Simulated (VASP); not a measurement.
# Ba (Fm-3m) in VASP: a series of runs, part 2 of 2

VASP 6.6.1. The steps go on from the part before.

## 3. Single point, PBE

This run uses another cell than the first one, of 63.00 Å³/atom, 0.996 times its volume.

Contents of INCAR:

```
SYSTEM = Ba
  PREC = Accurate
  ENCUT = 520
  EDIFF = 1E-6
  ISMEAR = 0
  SIGMA = 0.05
  LREAL = .False.
  LASPH = .True.
  NELM = 100
  ALGO = Normal
  ISIF = 2
  LWAVE = .False.
  LCHARG = .False.
  GGA = PE
  NBANDS = 11
```

Contents of KPOINTS:

```
regular mesh
0
Gamma
  6 6 6
  0 0 0
```

Contents of POSCAR:

```
Ba
1.0
    0.0000000000      3.1581795983      3.1581795983
    3.1581795983      0.0000000000      3.1581795983
    3.1581795983      3.1581795983      0.0000000000
Ba
1
Direct
    0.0000000000      0.0000000000      0.0000000000
```

Potentials or basis: VASP PAW PBE potentials, release 64 (Ba_sv).

Run with:

```
> cat potpaw_PBE.64/Ba_sv/POTCAR > POTCAR
> mpirun -np 1 vasp_std > vasp.out
```

OUTCAR:

```text
SYSTEM = Ba
   PREC = Accurate
   ENCUT = 520
   EDIFF = 1E-6
   ISMEAR = 0
   LREAL = .False.
   LASPH = .True.
   NELM = 100
   ISIF = 2
   GGA = PE

 ion  position               nearest neighbor table
   1  0.000  0.000  0.000-

  LATTYP: Found a face centered cubic cell.
 ALAT       =     6.3163591966

  Lattice vectors:

 A1 = (   0.0000000000,   3.1581795983,   3.1581795983)
 A2 = (   3.1581795983,   0.0000000000,   3.1581795983)
 A3 = (   3.1581795983,   3.1581795983,   0.0000000000)

Analysis of symmetry for initial positions (statically):
=====================================================================
 Subroutine PRICEL returns:
 Original cell was already a primitive cell.

 Routine SETGRP: Setting up the symmetry group for a
 face centered cubic supercell.

 Subroutine GETGRP returns: Found 48 space group operations
 (whereof 48 operations were pure point group operations)
 out of a pool of 48 trial point group operations.

The static configuration has the point symmetry O_h .

Analysis of symmetry for dynamics (positions and initial velocities):
=====================================================================
 Subroutine PRICEL returns:
 Original cell was already a primitive cell.

 Routine SETGRP: Setting up the symmetry group for a
 face centered cubic supercell.

 Subroutine GETGRP returns: Found 48 space group operations
 (whereof 48 operations were pure point group operations)
 out of a pool of 48 trial point group operations.

The dynamic configuration has the point symmetry O_h .

 Subroutine INISYM returns: Found 48 space group operations
 (whereof 48 operations are pure point group operations),
 and found     1 'primitive' translations

----------------------------------------------------------------------------------------

                                     Primitive cell

  volume of cell :      63.0000

  direct lattice vectors                    reciprocal lattice vectors
     0.000000000  3.158179598  3.158179598    -0.158319052  0.158319052  0.158319052
     3.158179598  0.000000000  3.158179598     0.158319052 -0.158319052  0.158319052
     3.158179598  3.158179598  0.000000000     0.158319052  0.158319052 -0.158319052

  length of vectors
     4.466340420  4.466340420  4.466340420     0.274216642  0.274216642  0.274216642

  position of ions in fractional coordinates (direct lattice)
     0.000000000  0.000000000  0.000000000

  ion indices of the primitive-cell ions
   primitive index   ion index
                 1           1

----------------------------------------------------------------------------------------

 KPOINTS: regular mesh

Automatic generation of k-mesh.
 Grid dimensions read from file:
 generate k-points for:    6    6    6

 Generating k-lattice:

  Cartesian coordinates                     Fractional coordinates (reciprocal lattice)
    -0.026386509  0.026386509  0.026386509     0.166666667  0.000000000  0.000000000
     0.026386509 -0.026386509  0.026386509     0.000000000  0.166666667  0.000000000
     0.026386509  0.026386509 -0.026386509     0.000000000  0.000000000  0.166666667

  Length of vectors
     0.045702774  0.045702774  0.045702774

  Shift w.r.t. Gamma in fractional coordinates (k-lattice)
     0.000000000  0.000000000  0.000000000

 Subroutine IBZKPT returns following result:
 ===========================================

 Found     16 irreducible k-points:

 Following reciprocal coordinates:
            Coordinates               Weight
  0.000000  0.000000  0.000000      1.000000
  0.166667  0.000000  0.000000      8.000000
  0.333333  0.000000  0.000000      8.000000
  0.500000  0.000000  0.000000      4.000000
  0.166667  0.166667  0.000000      6.000000
  0.333333  0.166667  0.000000     24.000000
[... 8 lines left out ...]
 -0.333333  0.333333  0.166667     24.000000
 -0.333333  0.500000  0.166667     12.000000
   k-points           NKPTS =     16   k-points in BZ     NKDIM =     16   number of bands    NBANDS=     11
   number of dos      NEDOS =    301   number of ions     NIONS =      1
   total plane-waves  NPLWV =  46656
   dimension x,y,z NGX =    36 NGY =   36 NGZ =   36
   dimension x,y,z NGXF=    72 NGYF=   72 NGZF=   72
   ions per type =               1
   NGX,Y,Z   is equivalent  to a cutoff of  13.40, 13.40, 13.40 a.u.
   NGXF,Y,Z  is equivalent  to a cutoff of  26.80, 26.80, 26.80 a.u.
 SYSTEM =  Ba
   PREC   = accura    normal or accurate (medium, high low for compatibility)
   ISTART =      0    job   : 0-new  1-cont  2-samecut
   ICHARG =      2    charge: 1-file 2-atom 10-const
   ISPIN  =      1    spin polarized calculation?
   LNONCOLLINEAR =      F non collinear calculations
   LSORBIT =      F    spin-orbit coupling
   LASPH  =      T    aspherical Exc in radial PAW
   ENCUT  =  520.0 eV  38.22 Ry    6.18 a.u.   8.30  8.30  8.30*2*pi/ulx,y,z
   NELM   =    100;   NELMIN=  2; NELMDL= -5     # of ELM steps
   EDIFF  = 0.1E-05   stopping-criterion for ELM
   LREAL  =      F    real-space projection
   EDIFFG = 0.1E-04   stopping-criterion for IOM
   NSW    =      0    number of steps for IOM
   IBRION =     -1    ionic relax: 0-MD 1-quasi-New 2-CG
   NFREE  =      0    steps in history (QN), initial steepest desc. (CG)
   ISIF   =      2    stress and relaxation
   ISYM   =      2    0-nonsym 1-usesym 2-fastsym
   POTIM  = 0.5000    time-step for ionic-motion
   TEBEG  =    0.0;   TEEND  =   0.0 temperature during run
   PSTRESS=    0.0 pullay stress
   NELECT =      10.0000    total number of electrons
   NUPDOWN=      -1.0000    fix difference up-down
   EMIN   =  10.00;   EMAX   =-10.00  energy-range for DOS
   EFERMI =   0.00;   METHOD = LEGACY
   ISMEAR =     0;   SIGMA  =   0.05  broadening in eV -4-tet -1-fermi 0-gaus
   EFERMI_NEDOS =   21; number of points for ismear=-14 and -15
   IALGO  =     38    algorithm
   IMIX   =      4    mixing-type and parameters
     AMIX     =   0.40;   BMIX     =  1.00
     AMIX_MAG =   1.60;   BMIX_MAG =  1.00
  volume/ion in A,a.u.               =      63.00       425.14
  Fermi-wavevector in a.u.,A,eV,Ry     =   0.886396  1.675046 10.690079  0.785699
  Thomas-Fermi vector in A             =   2.007557
   LORBIT       =      0    0 simple, 1 ext, 2 COOP (PROOUT), +10 PAW based schemes
   GGA     = PE    functional components
   LHFCALC =     F    Hartree Fock is set to
   AEXX    =    0.0000 exact exchange contribution
   IVDW    =     0    specifies the selected vdW correction
   LEPSILON=     F    determine dielectric tensor
   LRPA    =     F    only Hartree local field effects (RPA)
 non-spin polarized calculation
 Gauss-broadening in eV      SIGMA  =   0.05
  energy-cutoff  :      520.00
  volume of cell :       63.00
 maximum number of plane-waves:      1714
 NGX is ok and might be reduce to    36
   NGX = 17   NGY = 17   NGZ = 17

 number of electron      10.0000000 magnetization

 Free energy of the ion-electron system (eV)
  ---------------------------------------------------
  ext. energy  EPLUGINS =         0.00000000
  ---------------------------------------------------
  free energy    TOTEN  =        -1.87013249 eV

  energy without entropy =       -1.86402658  energy(sigma->0) =       -1.86707953

 E-fermi :   1.7910     XC(G=0):  -7.4033

 val. band max:        1.7766795293   @ k =   0.5000   0.3333   0.0000
 cond. band min:       1.8300723415   @ k =  -0.3333   0.3333   0.1667
 fundamental gap:      0.0533928122
 Fermi energy:         1.7909802393

 k-point     1 :       0.0000    0.0000    0.0000
  band No.  band energies     occupation
      1     -27.1966      2.00000
      2     -12.1531      2.00000
      3     -12.1531      2.00000
      4     -12.1531      2.00000
      5      -1.1034      2.00000
      6       3.4631      0.00000
      7       3.4631      0.00000
      8       3.4631      0.00000
      9       5.0301      0.00000
     10       5.0301      0.00000
     11       7.6826      0.00000
[... 197 lines left out ...]
 k-point    16 :      -0.3333    0.5000    0.1667
  band No.  band energies     occupation
      1     -27.1431      2.00000
      2     -12.5201      2.00000
      3     -12.3870      2.00000
      4     -12.3234      2.00000
      5       1.3619      2.00000
      6       1.9275      0.00011
      7       2.9688      0.00000
      8       4.4267      0.00000
      9       6.5958      0.00000
     10       7.2117      0.00000
     11       7.4501      0.00000

------------------------ aborting loop because EDIFF is reached ----------------------------------------

  FORCE on cell =-STRESS in cart. coord.  units (eV):
  Direction    XX          YY          ZZ          XY          YZ          ZX
  --------------------------------------------------------------------------------------
  -------------------------------------------------------------------------------------
  Total       -0.0042940     -0.0042940     -0.0042940     -0.0000000      0.0000000     -0.0000000
  in kB       -0.1092036     -0.1092036     -0.1092036     -0.0000000      0.0000000     -0.0000000
  external PRESSURE =      -0.1092036 kB  Pullay stress =       0.0000000 kB

 VOLUME and BASIS-vectors are now :
 -----------------------------------------------------------------------------
  energy-cutoff  :      520.00
  volume of cell :       63.00
      direct lattice vectors                 reciprocal lattice vectors
     0.000000000  3.158179598  3.158179598    -0.158319052  0.158319052  0.158319052
     3.158179598  0.000000000  3.158179598     0.158319052 -0.158319052  0.158319052
     3.158179598  3.158179598  0.000000000     0.158319052  0.158319052 -0.158319052

 POSITION                                       TOTAL-FORCE (eV/Angst)
 -----------------------------------------------------------------------------------
      0.00000      0.00000      0.00000        -0.000000     -0.000000     -0.000000
 -----------------------------------------------------------------------------------
    total drift:                               -0.000000      0.000000      0.000000

  FREE ENERGIE OF THE ION-ELECTRON SYSTEM (eV)
  ---------------------------------------------------
  free  energy   TOTEN  =        -1.8701324857 eV

  energy  without entropy=       -1.8640265769  energy(sigma->0) =       -1.86707953
```

OSZICAR:

```text
N       E                     dE             d eps       ncg     rms          rms(c)
DAV:   1     0.574831962179E+02    0.57483E+02   -0.43222E+03   352   0.752E+02
DAV:   2     0.141570033280E+01   -0.56067E+02   -0.54096E+02   436   0.137E+02
DAV:   3    -0.174581834065E+01   -0.31615E+01   -0.31472E+01   435   0.343E+01
DAV:   4    -0.187000219101E+01   -0.12418E+00   -0.12412E+00   479   0.579E+00
DAV:   5    -0.187324184562E+01   -0.32397E-02   -0.32393E-02   456   0.784E-01    0.167E+00
DAV:   6    -0.187107835870E+01    0.21635E-02   -0.40213E-03   439   0.571E-01    0.984E-01
DAV:   7    -0.187004607829E+01    0.10323E-02   -0.56614E-03   373   0.843E-01    0.446E-02
DAV:   8    -0.187012755572E+01   -0.81477E-04   -0.22897E-04   557   0.114E-01    0.327E-02
DAV:   9    -0.187013195004E+01   -0.43943E-05   -0.51685E-06   423   0.204E-02    0.475E-03
DAV:  10    -0.187013248568E+01   -0.53564E-06   -0.35315E-06   385   0.127E-02
   1 F= -.18701325E+01 E0= -.18670795E+01  d E =-.610591E-02
```

stdout:

```text
POSCAR found type information on POSCAR Ba
 POSCAR found :  1 types and       1 ions
 scaLAPACK will be used
 LDA part: xc-table for (Slater+PW92), standard interpolation
 POSCAR, INCAR and KPOINTS ok, starting setup
 FFT: planning ... GRIDC
 FFT: planning ... GRID_SOFT
 FFT: planning ... GRID
 WAVECAR not read
 entering main loop
```

Run time: 6.7 s. Hardware: 1 thread of Intel Xeon Platinum 8488C (Sapphire Rapids), shared host; peak memory 0.2 GiB.

What came out:

```yaml
Free_energy: -1.8701 eV
Pressure: 0.0 GPa
Band_gap_on_the_k_mesh: zero (band 5 reaches 1.83 eV, above the bottom of band 6 at 1.51 eV)
```

Levels at points of the mesh, in eV from the Fermi level:
```
           k point  band 2  band 3  band 4  band 5  band 6  band 7  band 8  band 9
(0.00, 0.00, 0.00)  -13.94  -13.94  -13.94   -2.89    1.67    1.67    1.67    3.24
(0.50, 0.00, 0.00)  -14.41  -14.00  -14.00   -1.06    0.95    1.52    1.52    4.43
(0.50, 0.50, 0.00)  -14.38  -14.11  -14.11   -0.93   -0.28    1.96    4.45    4.80
```

Caveat: spin-orbit coupling is left out, which moves the levels of the heavy elements.
